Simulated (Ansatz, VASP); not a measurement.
**Ta3AsAu2O13 in VASP and in Ansatz**

Contents of INCAR:

```
SYSTEM = Ta3AsAu2O13
PREC = Accurate
ENCUT = 520
EDIFF = 1E-7
ISMEAR = -1
SIGMA = 0.05
LREAL = Auto
LASPH = .True.
NELM = 100
ALGO = Normal
ISIF = 2
LWAVE = .False.
LCHARG = .True.
GGA = PE
LELF = .True.
LVHAR = .True.
NBANDS = 84
```

Contents of KPOINTS:

```
Automatic mesh
0
Gamma
  3 3 3
  0 0 0
```

Contents of POSCAR:

```
Ta3AsAu2O13
1.0
    5.1353528287      2.9648936835      4.0581607602
   -5.1353528287      2.9648936835      4.0581607602
    0.0000000000     -5.9297971629      4.0581607602
Ta As Au O
3 1 2 13
Direct
    0.2310800000      0.5722900000      0.2310800000
    0.2310800000      0.2310800000      0.5722900000
    0.5722900000      0.2310800000      0.2310800000
    0.5587800000      0.5587800000      0.5587800000
    0.9655900000      0.9655900000      0.9655900000
    0.7510500000      0.7510500000      0.7510500000
    0.4088400000      0.6676200000      0.4088400000
    0.4088400000      0.4088400000      0.6676200000
    0.6676200000      0.4088400000      0.4088400000
    0.4972600000      0.0131300000      0.3602400000
    0.3602400000      0.4972600000      0.0131300000
    0.0131300000      0.3602400000      0.4972600000
    0.3602400000      0.0131300000      0.4972600000
    0.0131300000      0.4972600000      0.3602400000
    0.4972600000      0.3602400000      0.0131300000
    0.1096300000      0.7480600000      0.1096300000
    0.1096300000      0.1096300000      0.7480600000
    0.7480600000      0.1096300000      0.1096300000
    0.3084000000      0.3084000000      0.3084000000
```

Contents of input.yaml:

```yaml
crystal:
  lattice:
    - [5.1353528287, 2.9648936835, 4.0581607602]
    - [-5.1353528287, 2.9648936835, 4.0581607602]
    - [0.0, -5.9297971629, 4.0581607602]
  atoms:
    - { symbol: Ta, position: [0.23108, 0.57229, 0.23108] }
    - { symbol: Ta, position: [0.23108, 0.23108, 0.57229] }
    - { symbol: Ta, position: [0.57229, 0.23108, 0.23108] }
    - { symbol: As, position: [0.55878, 0.55878, 0.55878] }
    - { symbol: Au, position: [0.96559, 0.96559, 0.96559] }
    - { symbol: Au, position: [0.75105, 0.75105, 0.75105] }
    - { symbol: O, position: [0.40884, 0.66762, 0.40884] }
    - { symbol: O, position: [0.40884, 0.40884, 0.66762] }
    - { symbol: O, position: [0.66762, 0.40884, 0.40884] }
    - { symbol: O, position: [0.49726, 0.01313, 0.36024] }
    - { symbol: O, position: [0.36024, 0.49726, 0.01313] }
    - { symbol: O, position: [0.01313, 0.36024, 0.49726] }
    - { symbol: O, position: [0.36024, 0.01313, 0.49726] }
    - { symbol: O, position: [0.01313, 0.49726, 0.36024] }
    - { symbol: O, position: [0.49726, 0.36024, 0.01313] }
    - { symbol: O, position: [0.10963, 0.74806, 0.10963] }
    - { symbol: O, position: [0.10963, 0.10963, 0.74806] }
    - { symbol: O, position: [0.74806, 0.10963, 0.10963] }
    - { symbol: O, position: [0.3084, 0.3084, 0.3084] }
kpoints:
  mp_grid: { grid: [3, 3, 3] }
scf:
  occupations: { method: fermi_dirac, width: 0.05 }
hamiltonian:
  xc: pbe
  pseudopotentials: { kind: all_electron, lapw: { basis_error: 0.003 } }
output:
  forces: true
  stress: true
  eigenvalues: true
```

Change from the starting cell: volume scaled by 0.94.

Alike in both runs: task single point; functional PBE; k mesh 3 × 3 × 3; occupations fermi-dirac, width 0.05 eV; no spin polarisation.

|  | VASP | Ansatz |
| --- | --- | --- |
| version | VASP 6.6.1 | Ansatz 0.2.0 |
| potentials or method | VASP PAW PBE potentials, release 64 (Ta_pv, As, Au, O), cutoff 520 eV | all-electron LAPW, scalar-relativistic |

VASP gave:

* gap on the k mesh at the Fermi level (eV): 1.25
* least direct gap on the mesh (eV): 1.31
* pressure (GPa): 8.1
* traceless stress, the component that is largest in VASP (GPa): -2.27
* rms of the force components (eV/Å): 0.606

Problem. Estimate Ansatz's values.

Solution. gap on the k mesh at the Fermi level (eV): 1.28; least direct gap on the mesh (eV): 1.33; pressure (GPa): 7.3; traceless stress, the component that is largest in VASP (GPa): -1.90; rms of the force components (eV/Å): 0.498.

Atom by atom the forces differ by 0.126 eV/Å (rms over components). Ansatz ran all-electron here, and VASP with PAW potentials.

Neither program's run includes spin-orbit coupling.
